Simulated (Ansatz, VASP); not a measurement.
## One calculation of In4Sb, two programs

The input INCAR:

```
SYSTEM = In4Sb
PREC = Accurate
ENCUT = 520
EDIFF = 1E-7
ISMEAR = 0
SIGMA = 0.1
LREAL = .False.
LASPH = .True.
NELM = 100
ALGO = Normal
ISIF = 2
LWAVE = .False.
LCHARG = .False.
GGA = PE
NBANDS = 36
```

Contents of KPOINTS:

```
Automatic mesh
0
Gamma
  4 4 4
  0 0 0
```

Contents of POSCAR:

```
In4Sb
1.0
    5.0654421900      0.0000000000      0.0000000000
    0.0000000000      5.0654421900      0.0000000000
    0.0000000000      0.0000000000      5.0654421900
In Sb
4 1
Direct
    0.0000000000      0.5000000000      0.5000000000
    0.5000000000      0.0000000000      0.5000000000
    0.5000000000      0.5000000000      0.0000000000
    0.5000000000      0.5000000000      0.5000000000
    0.0000000000      0.0000000000      0.0000000000
```

Input for Ansatz:

```yaml
crystal:
  lattice:
    - [5.06544219, 0.0, 0.0]
    - [0.0, 5.06544219, 0.0]
    - [0.0, 0.0, 5.06544219]
  atoms:
    - { symbol: In, position: [0.0, 0.5, 0.5] }
    - { symbol: In, position: [0.5, 0.0, 0.5] }
    - { symbol: In, position: [0.5, 0.5, 0.0] }
    - { symbol: In, position: [0.5, 0.5, 0.5] }
    - { symbol: Sb, position: [0.0, 0.0, 0.0] }
basis:
  ecutwfc: 420
kpoints:
  mp_grid: { grid: [4, 4, 4] }
hamiltonian:
  xc: pbe
scf:
  occupations: { method: gaussian, width: 0.1 }
  lower_state_search: "off"
output:
  forces: true
  stress: true
  eigenvalues: true
```

Alike in both runs: task single point; functional PBE; k mesh 4 × 4 × 4; occupations gaussian, width 0.1 eV; no spin polarisation.

|  | VASP | Ansatz |
| --- | --- | --- |
| version | VASP 6.6.1 | Ansatz 0.2.0 |
| potentials or method | VASP PAW PBE potentials, release 64 (In_d, Sb), cutoff 520 eV | scalar-relativistic, plane waves, PAW |
| valence electrons in the cell | 57 | 67 |

|  | VASP | Ansatz | Ansatz less VASP |
| --- | --- | --- | --- |
| gap on the k mesh at the Fermi level (eV) | none | none | - |
| pressure (GPa) | 16.2 | 16.2 | -0.01 |

A gap of «none» marks a metal or a gap that the smearing closes. VASP's potentials hold 57 valence electrons a cell and Ansatz's 67, so a difference there can come from the potentials and not from the codes.

Neither program's run includes spin-orbit coupling.
